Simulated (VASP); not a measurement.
Wanted: the native input for a VASP 6.6.1 run.

- Task: relaxation of cell and atoms
- Functional: PBE
- Potentials or basis: VASP PAW PBE potentials, release 64 (Cd, S)
- Cutoff: 600 eV
- k mesh: 9 × 9 × 6
- Occupations: gaussian, width 0.01 eV
- Spin: no spin polarisation
- Target pressure: 6 GPa
- Dipole correction: no
- Further INCAR settings: ALGO = Normal; EDIFF = 1e-07; IBRION = 2; EDIFFG = -0.001; NSW = 80; ISIF = 3

The structure of CdS (wurtzite) lies in POSCAR:

```
CdS
1.0
    4.1000000000      0.0000000000      0.0000000000
   -2.0500000000      3.5507041555      0.0000000000
    0.0000000000      0.0000000000      6.6600000000
Cd S
2 2
Direct
    0.3333333333      0.6666666667      0.0000000000
    0.6666666667      0.3333333333      0.5000000000
    0.3333333333      0.6666666667      0.3770000000
    0.6666666667      0.3333333333      0.8770000000
```

The input as run:

INCAR

```
SYSTEM = CdS
ALGO = Normal
EDIFF = 1E-7
EDIFFG = -0.001
ENCUT = 600
GGA = PE
IBRION = 2
ISIF = 3
ISMEAR = 0
LASPH = .True.
LCHARG = .False.
LREAL = .False.
LWAVE = .False.
NELM = 100
NSW = 80
PREC = Accurate
PSTRESS = 60.0
SIGMA = 0.01
```

KPOINTS

```
k-points
0
Gamma
  9 9 6
  0 0 0
```

Potentials or basis: VASP PAW PBE potentials, release 64 (Cd, S).

The run is started by

```bash
$ cat potpaw_PBE.64/Cd/POTCAR potpaw_PBE.64/S/POTCAR > POTCAR
$ mpirun -np 1 vasp_std > vasp.out
```

Results of the run:

* Relaxed volume: 23.88 Å³/atom
* Relaxed cell: a = 4.075 Å, b = 4.075 Å, c = 6.642 Å, α = 90.00°, β = 90.00°, γ = 120.00°
* Space group after relaxing (to 0.05 Å): P6_3mc (No. 186)
* Energy change on relaxing (the enthalpy is what falls): +12.1 meV/atom
* Ionic steps: 10
* Pressure after relaxing: 6.0 GPa
* Band gap on the k mesh: 1.31 eV, direct

Caveat: the cell is relaxed towards a set pressure, so the enthalpy falls and the energy may rise.

Wall time 26 min on 1 thread of AMD EPYC 7R13 (shared host), peak memory 0.3 GiB.
